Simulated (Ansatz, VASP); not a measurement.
CaSe: VASP beside Ansatz

Contents of INCAR:

```
ALGO = Normal ; EDIFF = 1E-6
ENCUT = 520 ; ISIF = 2
ISMEAR = 0 ; LASPH = True
LCHARG = False ; LREAL = False
LWAVE = False ; NBANDS = 15
NELM = 100 ; PREC = Accurate
SIGMA = 0.05
```

The input KPOINTS:

```
k-points
0
Gamma
  8 8 8
```

The input POSCAR:

```
CaSe
1.0
    0.0000000000      3.3930062849      3.1215657821
    3.3930062849      0.0000000000      3.1215657821
    3.3930062849      3.3930062849      0.0000000000
Ca Se
1 1
Direct
    0.0000000000      0.0000000000      0.0000000000
    0.7500000000      0.7500000000      0.7500000000
```

Input for Ansatz:

```yaml
crystal:
  lattice:
    - [0.0, 3.3930062849, 3.1215657821]
    - [3.3930062849, 0.0, 3.1215657821]
    - [3.3930062849, 3.3930062849, 0.0]
  atoms:
    - { symbol: Ca, position: [0.0, 0.0, 0.0] }
    - { symbol: Se, position: [0.75, 0.75, 0.75] }
basis:
  ecutwfc: 420
kpoints:
  mp_grid: { grid: [8, 8, 8] }
hamiltonian:
  xc: lda
scf:
  occupations: { method: gaussian, width: 0.05 }
output:
  forces: true
  stress: true
  eigenvalues: true
```

Alike in both runs: task single point; functional LDA; k mesh 8 × 8 × 8; occupations gaussian, width 0.05 eV; no spin polarisation.

|  | VASP | Ansatz |
| --- | --- | --- |
| version | VASP 6.6.1 | Ansatz 0.2.0 |
| potentials or method | VASP PAW LDA potentials, release 64 (Ca_sv, Se), cutoff 520 eV | scalar-relativistic, plane waves, PAW |
| valence electrons in the cell | 16 | 26 |

```tsv
	VASP	Ansatz	Ansatz less VASP
gap on the k mesh at the Fermi level (eV)	2.78	2.77	-0.014
least direct gap on the mesh (eV)	2.90	2.88	-0.016
pressure (GPa)	-2.7	-2.8	-0.13
traceless stress, the component that is largest in VASP (GPa)	0.31	0.33	+0.017
```

LDA's correlation is that of Perdew and Zunger in VASP and of Perdew and Wang (1992) in Ansatz. VASP's potentials hold 16 valence electrons a cell and Ansatz's 26, so a difference there can come from the potentials and not from the codes.
